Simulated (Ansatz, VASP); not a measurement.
## Two plane-wave programs on Zn3SnO

```
Zn Sn O
1.0
     5.08721    0.00000    0.00000
     0.00000    5.08721    0.00000
     0.00000    0.00000    5.08721
Zn Sn O
3 1 1
Direct
  0.00000 0.50000 0.50000
  0.50000 0.00000 0.50000
  0.50000 0.50000 0.00000
  0.50000 0.50000 0.50000
  0.00000 0.00000 0.00000
```

Change from the starting cell: species swapped into the Mn3GaC type (Pm-3m, No. 221).

Alike in both runs: task relaxation of cell and atoms; functional PBE; k mesh 8 × 8 × 8; occupations gaussian, width 0.1 eV; no spin polarisation.

|  | VASP | Ansatz |
| --- | --- | --- |
| version | VASP 6.6.1 | Ansatz 0.2.0 |
| potentials or method | VASP PAW PBE potentials, release 64 (Zn, Sn_d, O), cutoff 600 eV | scalar-relativistic, plane waves, PAW |
| valence electrons in the cell | 56 | 56 |

```csv
,VASP,Ansatz,Ansatz less VASP
"gap on the k mesh at the Fermi level, each at its own relaxed structure (eV)",none,none,-
relaxed volume (Å³/atom),26.33,26.29,-0.037
relaxed length of the cell vector where the two differ most in proportion (Å),5.087,5.085,-0.0024
```

A gap of «none» marks a metal or a gap that the smearing closes.

Noted on VASP's run: the relaxation stopped at its first step, so nothing moved.
